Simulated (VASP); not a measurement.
Set up this calculation in VASP 6.6.1, as the native input.

```yaml
Task: single point
Functional: PBEsol
Potentials_or_basis: VASP PAW PBE potentials, release 64 (Co)
Cutoff: 520 eV
k_mesh: 20 × 20 × 20
Occupations: gaussian, width 0.1 eV
Spin: no spin polarisation
Dipole_correction: no
Further_INCAR_settings: ALGO = Normal; EDIFF = 1e-06; NBANDS = 16
```

The structure of Co lies in POSCAR:

```
Co
1.0
    0.0000000000      2.4212905542      2.4212905542
    2.4212905542      0.0000000000      2.4212905542
    2.4212905542      2.4212905542      0.0000000000
Co
2
Direct
    0.0000000000      0.0000000000      0.0000000000
    0.2500000000      0.2500000000      0.2500000000
```

These files were run (other wordings do the same):

INCAR

```
  PREC = Accurate
  ENCUT = 520
  EDIFF = 1E-6
  ISMEAR = 0
  SIGMA = 0.1
  LREAL = F
  LASPH = T
  NELM = 80
  ALGO = Normal
  ISIF = 2
  LWAVE = F
  LCHARG = F
  GGA = PS
  NBANDS = 16
```

KPOINTS

```
regular mesh
0
Gamma
  20 20 20
```

Potentials or basis: VASP PAW PBE potentials, release 64 (Co).

Run with:

```sh
$ cat potpaw_PBE.64/Co/POTCAR > POTCAR
$ mpirun -np 1 vasp_std > vasp.out
```

Results of the run:

* Pressure: -1.4 GPa
* Band gap on the k mesh: zero (band 9 reaches 7.19 eV, above the bottom of band 10 at 6.31 eV)

Caveat: the PAW data sets were made with another functional, which shifts forces and pressure a little; the run has no spin polarisation, though such a crystal can be magnetic.

Run time: 57 s on 1 thread of Intel(R) Xeon(R) 6975P-C (Granite Rapids) (shared host), peak memory 0.23 GiB.
